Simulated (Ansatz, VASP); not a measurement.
**Two plane-wave programs on Al**

The input INCAR:

```
PREC = Accurate ; ENCUT = 520
EDIFF = 1E-6 ; ISMEAR = 0
SIGMA = 0.15 ; LREAL = F
LASPH = T ; NELM = 80
ALGO = Fast ; ISIF = 2
LWAVE = F ; LCHARG = F
GGA = PE ; NBANDS = 8
```

KPOINTS

```
Automatic mesh
0
Gamma
  20 20 20
```

The input POSCAR:

```
Al
1.0
    0.0000000000      2.1858984000      1.9430208000
    2.1858984000      0.0000000000      1.9430208000
    2.1858984000      2.1858984000      0.0000000000
Al
1
Direct
    0.0000000000      0.0000000000      0.0000000000
```

Input for Ansatz:

```yaml
crystal:
  lattice:
    - [0.0, 2.1858984, 1.9430208]
    - [2.1858984, 0.0, 1.9430208]
    - [2.1858984, 2.1858984, 0.0]
  atoms:
    - { symbol: Al, position: [0.0, 0.0, 0.0] }
basis:
  ecutwfc: 420
kpoints:
  mp_grid: { grid: [20, 20, 20] }
hamiltonian:
  xc: pbe
scf:
  occupations: { method: gaussian, width: 0.15 }
output:
  forces: true
  stress: true
  eigenvalues: true
```

Change from the starting cell: strain +0.080 along x and y, -0.040 along z, atoms carried along.

Alike in both runs: task single point; functional PBE; k mesh 20 × 20 × 20; occupations gaussian, width 0.15 eV; no spin polarisation.

|  | VASP | Ansatz |
| --- | --- | --- |
| version | VASP 6.6.1 | Ansatz 0.2.0 |
| potentials or method | VASP PAW PBE potentials, release 64 (Al), cutoff 520 eV | scalar-relativistic, plane waves, PAW |
| valence electrons in the cell | 3 | 3 |

|  | VASP | Ansatz | Ansatz less VASP |
| --- | --- | --- | --- |
| gap on the k mesh at the Fermi level (eV) | none | none | - |
| pressure (GPa) | -6.4 | -6.4 | +0.03 |
| traceless stress, the component that is largest in VASP (GPa) | 2.33 | 2.34 | +0.003 |

A gap of «none» marks a metal or a gap that the smearing closes.
